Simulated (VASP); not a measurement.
BaTe, 2 atoms in the cell. The structure is cubic, space group Fm-3m (No. 225). The conventional cell has a = 6.728 Å, b = 6.728 Å, c = 6.728 Å, α = 90.00°, β = 90.00°, γ = 90.00°. Within 4.4 Å of Ba (site symmetry m-3m) lie 6 Te at 3.36 Å. Te (site symmetry m-3m) has 6 Ba at 3.36 Å within 4.4 Å.  This cell differs from its parent crystal: volume scaled by 0.96.

| Item | Value |
| --- | --- |
| Program | VASP 6.6.1 |
| Task | single point |
| Functional | LDA |
| Potentials or basis | VASP PAW LDA potentials, release 64 (Ba_sv, Te) |
| Cutoff | 520 eV |
| k mesh | 7 × 7 × 7 |
| Occupations | fermi-dirac, width 0.05 eV |
| Spin | no spin polarisation |
| Dipole correction | no |
| Further INCAR settings | ALGO = Normal; EDIFF = 1e-06; NBANDS = 15 |

Potentials or basis: VASP PAW LDA potentials, release 64 (Ba_sv, Te).

Launch:

```sh
$ cat potpaw_LDA.64/Ba_sv/POTCAR potpaw_LDA.64/Te/POTCAR > POTCAR
$ mpirun -np 1 vasp_std > vasp.out
```

Hardware: 1 thread of Intel Xeon 8259CL, with other jobs on the host.

**Question.** Estimate the wall time of this run.

**Answer.** Run time: 48 s on 1 thread of Intel Xeon 8259CL, on a shared host, peak memory 0.18 GiB. Counts: scf iterations 12, k points 20.
